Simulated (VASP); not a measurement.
# HfO2 (I4/mmm) in VASP: notebook

HfO2 is run at these levels: PBE; tasks: single point.

Everything below comes from runs of VASP 6.6.1. Logs are shortened: lines on timing, memory, paths and dates and some standing lists are left out, and cuts for length are marked.

### 1 The cell of the first run

Symmetry: I4/mmm, No. 139, tetragonal system. Conventional cell: a = 3.605 Å, b = 3.605 Å, c = 4.945 Å, α = 90.00°, β = 90.00°, γ = 90.00°. Hf (site symmetry 4/mmm) has 8 O at 2.19 Å within 2.9 Å. O (site symmetry -4m2) has 4 Hf at 2.19 Å and 6 O at 2.47 to 2.55 Å within 2.9 Å.

### 2 Single point, PBE (strain -0.0300 x Voigt [1, 0, 0, 0, 0, 0])

The input, INCAR:

```
  ALGO = Normal
  EDIFF = 1E-6
  ENCUT = 520
  GGA = PE
  ISIF = 2
  ISMEAR = 0
  LASPH = T
  LCHARG = F
  LREAL = F
  LWAVE = F
  NBANDS = 18
  NELM = 60
  PREC = Accurate
  SIGMA = 0.05
```

The input, KPOINTS:

```
k-points
0
Gamma
  8 8 8
```

The input, POSCAR:

```
HfO2
1.0
    0.0000000000      2.5488057606      2.5488057606
    2.4723415878      0.0000000000      2.5488057606
    2.4723415878      2.5488057606      0.0000000000
Hf O
1 2
Direct
    0.0000000000      0.0000000000      0.0000000000
    0.2500000000      0.2500000000      0.2500000000
    0.7500000000      0.7500000000      0.7500000000
```

Potentials or basis: VASP PAW PBE potentials, release 64 (Hf_pv, O).

Started as:

```sh
$ cat potpaw_PBE.64/Hf_pv/POTCAR potpaw_PBE.64/O/POTCAR > POTCAR
$ mpirun -np 1 vasp_std > vasp.out
```

OUTCAR:

```text
EDIFF = 1E-6
   ENCUT = 520
   GGA = PE
   ISIF = 2
   ISMEAR = 0
   LASPH = T
   LREAL = F
   NELM = 60
   PREC = Accurate

 ion  position               nearest neighbor table
   1  0.000  0.000  0.000-   3 2.19   2 2.19   3 2.19   2 2.19   3 2.19   2 2.19   2 2.19   3 2.19

   2  0.250  0.250  0.250-   1 2.19   1 2.19   1 2.19   1 2.19
   3  0.750  0.750  0.750-   1 2.19   1 2.19   1 2.19   1 2.19

  LATTYP: Found a body centered tetragonal cell.
 ALAT       =     3.6045556745
 C/A-ratio  =     1.3717871555

  Lattice vectors:

 A1 = (  -2.4723415878,   0.0000000000,  -2.5488057606)
 A2 = (  -2.4723415878,   0.0000000000,   2.5488057606)
 A3 = (   2.4723415878,   2.5488057606,   0.0000000000)

Analysis of symmetry for initial positions (statically):
=====================================================================
 Subroutine PRICEL returns:
 Original cell was already a primitive cell.

 Routine SETGRP: Setting up the symmetry group for a
 body centered tetragonal supercell.

 Subroutine GETGRP returns: Found 16 space group operations
 (whereof 16 operations were pure point group operations)
 out of a pool of 16 trial point group operations.

The static configuration has the point symmetry D_4h.

Analysis of symmetry for dynamics (positions and initial velocities):
=====================================================================
 Subroutine PRICEL returns:
 Original cell was already a primitive cell.

 Routine SETGRP: Setting up the symmetry group for a
 body centered tetragonal supercell.

 Subroutine GETGRP returns: Found 16 space group operations
 (whereof 16 operations were pure point group operations)
 out of a pool of 16 trial point group operations.

The dynamic configuration has the point symmetry D_4h.

 Subroutine INISYM returns: Found 16 space group operations
 (whereof 16 operations are pure point group operations),
 and found     1 'primitive' translations

----------------------------------------------------------------------------------------

                                     Primitive cell

  volume of cell :      32.1227

  direct lattice vectors                    reciprocal lattice vectors
     0.000000000  2.548805761  2.548805761    -0.202237426  0.196170304  0.196170304
     2.472341588  0.000000000  2.548805761     0.202237426 -0.196170304  0.196170304
     2.472341588  2.548805761  0.000000000     0.202237426  0.196170304 -0.196170304

  length of vectors
     3.604555674  3.550899003  3.550899003     0.343315529  0.343315529  0.343315529

  position of ions in fractional coordinates (direct lattice)
     0.000000000  0.000000000  0.000000000
     0.250000000  0.250000000  0.250000000
     0.750000000  0.750000000  0.750000000

  ion indices of the primitive-cell ions
   primitive index   ion index
                 1           1
                 2           2
                 3           3

----------------------------------------------------------------------------------------

 KPOINTS: k-points

Automatic generation of k-mesh.
 Grid dimensions read from file:
 generate k-points for:    8    8    8

 Generating k-lattice:

  Cartesian coordinates                     Fractional coordinates (reciprocal lattice)
    -0.025279678  0.024521288  0.024521288     0.125000000 -0.000000000 -0.000000000
     0.025279678 -0.024521288  0.024521288     0.000000000  0.125000000  0.000000000
     0.025279678  0.024521288 -0.024521288     0.000000000  0.000000000  0.125000000

  Length of vectors
     0.042914441  0.042914441  0.042914441

  Shift w.r.t. Gamma in fractional coordinates (k-lattice)
     0.000000000  0.000000000  0.000000000

 Subroutine IBZKPT returns following result:
 ===========================================

 Found     59 irreducible k-points:

 Following reciprocal coordinates:
            Coordinates               Weight
  0.000000  0.000000  0.000000      1.000000
  0.125000  0.000000  0.000000      8.000000
  0.250000  0.000000  0.000000      8.000000
  0.375000  0.000000  0.000000      8.000000
[... 41 lines left out ...]

 Free energy of the ion-electron system (eV)
  ---------------------------------------------------
  ext. energy  EPLUGINS =         0.00000000
  ---------------------------------------------------
  free energy    TOTEN  =       -30.21166039 eV

  energy without entropy =      -30.21166039  energy(sigma->0) =      -30.21166039

 E-fermi :   4.8939     XC(G=0): -11.9152

 val. band max:        4.6385131858   @ k =   0.0000   0.5000   0.5000
 cond. band min:       8.1520028866   @ k =   0.0000   0.0000   0.0000
 fundamental gap:      3.5134897008
 Fermi energy:         4.8939115033

 k-point     1 :       0.0000    0.0000    0.0000
  band No.  band energies     occupation
      1     -25.2370      2.00000
      2     -25.2143      2.00000
      3     -25.2143      2.00000
      4     -14.4179      2.00000
      5     -11.3038      2.00000
      6      -1.0480      2.00000
[... 10 lines left out ...]
     17      15.0064      0.00000
     18      18.3556      0.00000

 k-point     2 :       0.1250    0.0000    0.0000
  band No.  band energies     occupation
      1     -25.2965      2.00000
      2     -25.2341      2.00000
      3     -25.2230      2.00000
      4     -14.2023      2.00000
      5     -11.4799      2.00000
      6      -0.8759      2.00000
[... 10 lines left out ...]
     17      14.7177      0.00000
     18      17.9494      0.00000

 k-point     3 :       0.2500    0.0000    0.0000
  band No.  band energies     occupation
      1     -25.4625      2.00000
      2     -25.2521      2.00000
      3     -25.2440      2.00000
      4     -13.6939      2.00000
      5     -11.8316      2.00000
      6      -0.5038      2.00000
[... 10 lines left out ...]
     17      14.2359      0.00000
     18      17.2138      0.00000

 k-point     4 :       0.3750    0.0000    0.0000
  band No.  band energies     occupation
      1     -25.6205      2.00000
      2     -25.2687      2.00000
      3     -25.2648      2.00000
      4     -13.2669      2.00000
      5     -12.0216      2.00000
      6      -0.1698      2.00000
[... 375 lines left out ...]
      4     -14.1165      2.00000
      5     -11.5640      2.00000
      6      -0.8415      2.00000
[... 10 lines left out ...]
     17      14.7155      0.00000
     18      17.9334      0.00000

 k-point    23 :       0.2500    0.1250    0.1250
  band No.  band energies     occupation
      1     -25.3671      2.00000
      2     -25.2823      2.00000
      3     -25.2293      2.00000
      4     -13.8912      2.00000
      5     -11.6917      2.00000
      6      -0.7979      2.00000
[... 10 lines left out ...]
     17      14.6074      0.00000
     18      17.8867      0.00000

 k-point    24 :       0.3750    0.1250    0.1250
  band No.  band energies     occupation
      1     -25.5107      2.00000
      2     -25.3186      2.00000
      3     -25.2503      2.00000
      4     -13.3898      2.00000
      5     -11.9815      2.00000
      6      -0.5727      2.00000
[... 10 lines left out ...]
     17      14.4779      0.00000
     18      17.3808      0.00000

 [... further k-points ...]
[... 5 lines left out ...]
  --------------------------------------------------------------------------------------
  -------------------------------------------------------------------------------------
  Total        2.7633782     -0.1436257     -0.1436257      0.0000000      0.0000000      0.0000000
  in kB      137.8284782     -7.1635923     -7.1635923      0.0000000      0.0000000      0.0000000
  external PRESSURE =      41.1670979 kB  Pullay stress =       0.0000000 kB

 VOLUME and BASIS-vectors are now :
 -----------------------------------------------------------------------------
  energy-cutoff  :      520.00
  volume of cell :       32.12
      direct lattice vectors                 reciprocal lattice vectors
     0.000000000  2.548805761  2.548805761    -0.202237426  0.196170304  0.196170304
     2.472341588  0.000000000  2.548805761     0.202237426 -0.196170304  0.196170304
     2.472341588  2.548805761  0.000000000     0.202237426  0.196170304 -0.196170304

 POSITION                                       TOTAL-FORCE (eV/Angst)
 -----------------------------------------------------------------------------------
      0.00000      0.00000      0.00000         0.000000     -0.000000      0.000000
      1.23617      1.27440      1.27440         0.000000      0.000000      0.000000
      3.70851      3.82321      3.82321        -0.000000     -0.000000     -0.000000
 -----------------------------------------------------------------------------------
    total drift:                                0.000000      0.000000      0.000000

  FREE ENERGIE OF THE ION-ELECTRON SYSTEM (eV)
  ---------------------------------------------------
  free  energy   TOTEN  =       -30.2116603927 eV

  energy  without entropy=      -30.2116603927  energy(sigma->0) =      -30.21166039
```

Run time: 20 s. Hardware: 1 thread of AMD EPYC 9R45 (Zen 5), shared host; peak memory 0.15 GiB.

What came out:

- Free energy: -30.2117 eV
- Pressure: 4.1 GPa
- Band gap on the k mesh: 3.51 eV, indirect (least direct gap 3.59 eV)

Stress tensor (GPa, compression positive):
```
13.78  0.00  0.00
 0.00 -0.72  0.00
 0.00  0.00 -0.72
```

Levels at points of the mesh, in eV from the valence-band top:
| k point | band 9 | band 10 | band 11 | band 12 | band 13 | band 14 |
| --- | --- | --- | --- | --- | --- | --- |
| (0.00, 0.00, 0.00) | -0.98 | -0.98 | -0.56 | 3.51 | 3.78 | 5.77 |
| (0.50, 0.00, 0.00) | -2.99 | -2.10 | -2.05 | 4.36 | 4.49 | 6.86 |
| (0.50, 0.50, 0.00) | -2.01 | -1.45 | -0.34 | 3.57 | 5.37 | 6.37 |
| (0.00, 0.50, 0.50) | -1.87 | -1.87 | 0.00 | 3.59 | 5.35 | 6.84 |

Caveat: the cell differs from its parent crystal (strain -0.0300 x Voigt [1, 0, 0, 0, 0, 0]); spin-orbit coupling is left out, which moves the levels of the heavy elements.

### 3 Single point, PBE (strain -0.0150 x Voigt [1, 0, 0, 0, 0, 0])

The input, INCAR:

```
SYSTEM = HfO2
PREC = Accurate
ENCUT = 520
EDIFF = 1E-6
ISMEAR = 0
SIGMA = 0.05
LREAL = .FALSE.
LASPH = .TRUE.
NELM = 60
ALGO = Normal
ISIF = 2
LWAVE = .FALSE.
LCHARG = .FALSE.
GGA = PE
NBANDS = 18
```

The input, KPOINTS:

```
Automatic mesh
0
G
  8 8 8
  0 0 0
```

The input, POSCAR:

```
HfO2
1.0
    0.0000000000      2.5488057606      2.5488057606
    2.5105736742      0.0000000000      2.5488057606
    2.5105736742      2.5488057606      0.0000000000
Hf O
1 2
Direct
    0.0000000000      0.0000000000      0.0000000000
    0.2500000000      0.2500000000      0.2500000000
    0.7500000000      0.7500000000      0.7500000000
```

Potentials or basis: VASP PAW PBE potentials, release 64 (Hf_pv, O).

Started as:

```sh
$ cat potpaw_PBE.64/Hf_pv/POTCAR potpaw_PBE.64/O/POTCAR > POTCAR
$ mpirun -np 1 vasp_std > vasp.out
```

Run time: 19 s. Hardware: 1 thread of AMD EPYC 9R45 (Zen 5), shared host; peak memory 0.15 GiB.

Results (log left out):

```
Free energy            : -30.2410 eV
Pressure               : 0.1 GPa
Band gap on the k mesh : 3.68 eV, indirect (the least direct gap lies 4.8 meV higher)
```

Stress tensor (GPa, compression positive):
```
 4.79  0.00  0.00
 0.00 -2.27  0.00
 0.00  0.00 -2.27
```

Levels at points of the mesh, in eV from the valence-band top:
| k point | band 7 | band 8 | band 9 | band 10 | band 11 | band 12 | band 13 | band 14 | band 15 | band 16 |
| --- | --- | --- | --- | --- | --- | --- | --- | --- | --- | --- |
| (0.00, 0.00, 0.00) | -5.44 | -5.44 | -0.78 | -0.78 | -0.58 | 3.69 | 3.83 | 5.73 | 10.29 | 10.29 |
| (0.50, 0.00, 0.00) | -4.37 | -3.15 | -2.84 | -1.95 | -1.93 | 4.46 | 4.52 | 6.86 | 8.95 | 9.25 |
| (0.50, 0.50, 0.00) | -3.61 | -3.52 | -1.75 | -1.48 | -0.16 | 3.68 | 5.39 | 6.43 | 7.95 | 8.07 |
| (0.00, 0.50, 0.50) | -3.58 | -3.58 | -1.68 | -1.68 | 0.00 | 3.68 | 5.39 | 6.66 | 8.10 | 8.10 |

Caveat: the cell differs from its parent crystal (strain -0.0150 x Voigt [1, 0, 0, 0, 0, 0]); spin-orbit coupling is left out, which moves the levels of the heavy elements.

### 4 Single point, PBE (strain +0.0150 x Voigt [1, 0, 0, 0, 0, 0])

The input, INCAR:

```
SYSTEM = HfO2
  PREC = Accurate
  ENCUT = 520
  EDIFF = 1E-6
  ISMEAR = 0
  SIGMA = 0.05
  LREAL = .False.
  LASPH = .True.
  NELM = 60
  ALGO = Normal
  ISIF = 2
  LWAVE = .False.
  LCHARG = .True.
  GGA = PE
  LELF = .True.
  LVHAR = .True.
  NBANDS = 18
```

The input, KPOINTS:

```
Automatic mesh
0
Gamma
  8 8 8
  0 0 0
```

The input, POSCAR:

```
HfO2
1.0
    0.0000000000      2.5488057606      2.5488057606
    2.5870378470      0.0000000000      2.5488057606
    2.5870378470      2.5488057606      0.0000000000
Hf O
1 2
Direct
    0.0000000000      0.0000000000      0.0000000000
    0.2500000000      0.2500000000      0.2500000000
    0.7500000000      0.7500000000      0.7500000000
```

Started as:

```sh
$ cat potpaw_PBE.64/Hf_pv/POTCAR potpaw_PBE.64/O/POTCAR > POTCAR
$ mpirun -np 1 vasp_std > vasp.out
```

Wall time 21 s (1 thread of AMD EPYC 9R45 (Zen 5), shared host); peak memory 0.15 GiB.

It converged, with:

| Quantity | Value |
| --- | --- |
| Free energy | -30.2204 eV |
| Pressure | -7.0 GPa |
| Band gap on the k mesh | 3.65 eV, direct |

Stress tensor (GPa, compression positive):
```
-11.50   0.00   0.00
  0.00  -4.79   0.00
  0.00   0.00  -4.79
```

Levels at points of the mesh, in eV from the valence-band top:
```
           k point  band 9  band 10  band 11  band 12  band 13  band 14
(0.00, 0.00, 0.00)   -0.77    -0.58    -0.58     3.66     3.82     5.54
(0.50, 0.00, 0.00)   -2.71    -1.86    -1.84     4.40     4.47     6.63
(0.50, 0.50, 0.00)   -1.68    -1.42     0.00     3.65     5.29     6.37
(0.00, 0.50, 0.50)   -1.48    -1.48    -0.16     3.66     5.28     6.15
```

Caveat: the cell differs from its parent crystal (strain +0.0150 x Voigt [1, 0, 0, 0, 0, 0]); spin-orbit coupling is left out, which moves the levels of the heavy elements. A k mesh can miss the band edges.

### 5 Single point, PBE (strain +0.0300 x Voigt [1, 0, 0, 0, 0, 0])

The input, INCAR:

```
SYSTEM = HfO2
PREC     = Accurate       ! precision mode
ENCUT    = 520            ! plane-wave cutoff, eV
EDIFF    = 1E-6           ! SCF threshold, eV
ISMEAR   = 0              ! smearing method
SIGMA    = 0.05           ! smearing width, eV
LREAL    = .FALSE.        ! projectors in reciprocal space
LASPH    = .TRUE.         ! aspherical terms in the spheres
NELM     = 60             ! most SCF steps
ALGO     = Normal         ! electronic algorithm
ISIF     = 2              ! what is computed and relaxed
LWAVE    = .FALSE.        ! write WAVECAR
LCHARG   = .FALSE.        ! write CHGCAR
GGA      = PE             ! functional
NBANDS   = 18             ! bands
```

The input, KPOINTS:

```
regular mesh
0
G
  8 8 8
  0 0 0
```

The input, POSCAR:

```
HfO2
1.0
    0.0000000000      2.5488057606      2.5488057606
    2.6252699334      0.0000000000      2.5488057606
    2.6252699334      2.5488057606      0.0000000000
Hf O
1 2
Direct
    0.0000000000      0.0000000000      0.0000000000
    0.2500000000      0.2500000000      0.2500000000
    0.7500000000      0.7500000000      0.7500000000
```

Started as:

```sh
$ cat potpaw_PBE.64/Hf_pv/POTCAR potpaw_PBE.64/O/POTCAR > POTCAR
$ mpirun -np 1 vasp_std > vasp.out
```

It took 18 s on 1 thread of AMD EPYC 9R45 (Zen 5), shared host; peak memory 0.15 GiB.

The run converged. Its results:

| Property | Result |
| --- | --- |
| Free energy | -30.1739 eV |
| Pressure | -10.1 GPa |
| Band gap on the k mesh | 3.46 eV, indirect (least direct gap 3.53 eV) |

Stress tensor (GPa, compression positive):
```
-18.89   0.00   0.00
  0.00  -5.78   0.00
  0.00   0.00  -5.78
```

Levels at points of the mesh, in eV from the valence-band top:
```tsv
k point	band 7	band 8	band 9	band 10	band 11	band 12	band 13	band 14	band 15	band 16
(0.00, 0.00, 0.00)	-5.18	-5.16	-0.94	-0.56	-0.56	3.46	3.79	5.40	9.69	9.75
(0.50, 0.00, 0.00)	-4.11	-3.08	-2.74	-1.90	-1.86	4.26	4.39	6.43	8.77	8.79
(0.50, 0.50, 0.00)	-3.55	-3.39	-1.85	-1.35	0.00	3.53	5.18	6.25	7.59	7.81
(0.00, 0.50, 0.50)	-3.44	-3.44	-1.47	-1.47	-0.30	3.56	5.14	5.82	7.53	7.53
```

Caveat: the cell differs from its parent crystal (strain +0.0300 x Voigt [1, 0, 0, 0, 0, 0]); spin-orbit coupling is left out, which moves the levels of the heavy elements. A k mesh can miss the band edges.

### 6 Single point, PBE (strain +0.0450 x Voigt [1, 0, 0, 0, 0, 0])

The input, INCAR:

```
PREC = Accurate
ENCUT = 520
EDIFF = 1E-6
ISMEAR = 0
SIGMA = 0.05
LREAL = F
LASPH = T
NELM = 60
ALGO = Normal
ISIF = 2
LWAVE = F
LCHARG = F
GGA = PE
NBANDS = 18
```

The input, KPOINTS:

```
Automatic mesh
0
Gamma
  8 8 8
```

The input, POSCAR:

```
HfO2
1.0
    0.0000000000      2.5488057606      2.5488057606
    2.6635020198      0.0000000000      2.5488057606
    2.6635020198      2.5488057606      0.0000000000
Hf O
1 2
Direct
    0.0000000000      0.0000000000      0.0000000000
    0.2500000000      0.2500000000      0.2500000000
    0.7500000000      0.7500000000      0.7500000000
```

Potentials or basis: VASP PAW PBE potentials, release 64 (Hf_pv, O).

Started as:

```sh
$ cat potpaw_PBE.64/Hf_pv/POTCAR potpaw_PBE.64/O/POTCAR > POTCAR
$ mpirun -np 1 vasp_std > vasp.out
```

Run time: 20 s. Hardware: 1 thread of AMD EPYC 9R45 (Zen 5), shared host; peak memory 0.15 GiB.

It converged, with:

```yaml
Free_energy: -30.1051 eV
Pressure: -13.0 GPa
Band_gap_on_the_k_mesh: 3.25 eV, indirect (least direct gap 3.39 eV)
```

Stress tensor (GPa, compression positive):
```
-25.83   0.00   0.00
  0.00  -6.60   0.00
  0.00   0.00  -6.60
```

Levels at points of the mesh, in eV from the valence-band top:
```tsv
k point	band 9	band 10	band 11	band 12	band 13	band 14
(0.00, 0.00, 0.00)	-1.10	-0.55	-0.55	3.25	3.76	5.28
(0.50, 0.00, 0.00)	-2.76	-1.94	-1.88	4.12	4.30	6.22
(0.50, 0.50, 0.00)	-2.01	-1.28	0.00	3.39	5.07	6.12
(0.00, 0.50, 0.50)	-1.45	-1.45	-0.44	3.46	5.01	5.49
```

Caveat: the cell differs from its parent crystal (strain +0.0450 x Voigt [1, 0, 0, 0, 0, 0]); spin-orbit coupling is left out, which moves the levels of the heavy elements. A k mesh can miss the band edges.

### 7 The runs side by side

| cell | gap on the mesh (eV) | pressure (GPa) |
| --- | --- | --- |
| a = 3.605, b = 3.551, c = 3.551 Å, angles 61.0, 59.5, 59.5°, 3 atoms | 3.51 | 4.1 |
| a = 3.605, b = 3.578, c = 3.578 Å, angles 60.5, 59.8, 59.8°, 3 atoms | 3.68 | 0.1 |
| a = 3.605, b = 3.632, c = 3.632 Å, angles 59.5, 60.2, 60.2°, 3 atoms | 3.65 | -7.0 |
| a = 3.605, b = 3.659, c = 3.659 Å, angles 59.0, 60.5, 60.5°, 3 atoms | 3.46 | -10.1 |
| a = 3.605, b = 3.687, c = 3.687 Å, angles 58.5, 60.7, 60.7°, 3 atoms | 3.25 | -13.0 |

Alike in all rows: task single point; level PBE; potentials or basis VASP PAW PBE potentials, release 64 (Hf_pv, O); no spin polarisation; k mesh 8 × 8 × 8; cutoff (eV) 520; smearing gaussian 0.05 eV.

Caveats: spin-orbit coupling is left out, which moves the levels of the heavy elements.

Absolute energies hang on the potentials; compare differences alone.
